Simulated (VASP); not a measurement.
Set up this calculation in VASP 6.6.1, as the native input.

| Quantity | Value |
| --- | --- |
| Task | single point |
| Functional | PBE |
| Potentials or basis | VASP PAW PBE potentials, release 64 (Pb_d, F) |
| Cutoff | 520 eV |
| k mesh | 4 × 4 × 4 |
| Occupations | gaussian, width 0.1 eV |
| Spin | no spin polarisation |
| Dipole correction | no |
| Further INCAR settings | ALGO = Normal; EDIFF = 1e-06; NBANDS = 40 |

The structure of Pb4F lies in POSCAR:

```
Pb4F
1.0
    4.7536873815      0.0000000000      0.0000000000
    0.0000000000      4.7536873815      0.0000000000
    0.0000000000      0.0000000000      6.4678276060
Pb F
4 1
Direct
    0.5000000000      0.0000000000      0.2527755511
    0.0000000000      0.5000000000      0.7472244489
    0.5000000000      0.0000000000      0.7472244489
    0.0000000000      0.5000000000      0.2527755511
    0.0000000000      0.0000000000      0.0000000000
```

One way to write it, as run:

INCAR

```
SYSTEM = Pb4F
ALGO = Normal
EDIFF = 1E-6
ENCUT = 520
GGA = PE
ISIF = 2
ISMEAR = 0
LASPH = .True.
LCHARG = .True.
LELF = .True.
LREAL = .False.
LVHAR = .True.
LWAVE = .False.
NBANDS = 40
NELM = 60
PREC = Accurate
SIGMA = 0.1
```

KPOINTS

```
k-points
0
Gamma
  4 4 4
  0 0 0
```

Potentials or basis: VASP PAW PBE potentials, release 64 (Pb_d, F).

The run is started by

```sh
$ cat potpaw_PBE.64/Pb_d/POTCAR potpaw_PBE.64/F/POTCAR > POTCAR
$ mpirun -np 1 vasp_std > vasp.out
```

It gave:

| Item | Value |
| --- | --- |
| Pressure | 0.0 GPa |

Caveat: an odd number of electrons without spin polarisation forces a metal; a magnetic or distorted state may lie lower.

It took 2.1 min on 1 thread of Oxide Virtual Turin-like Processor, on a shared host, peak memory 0.23 GiB.
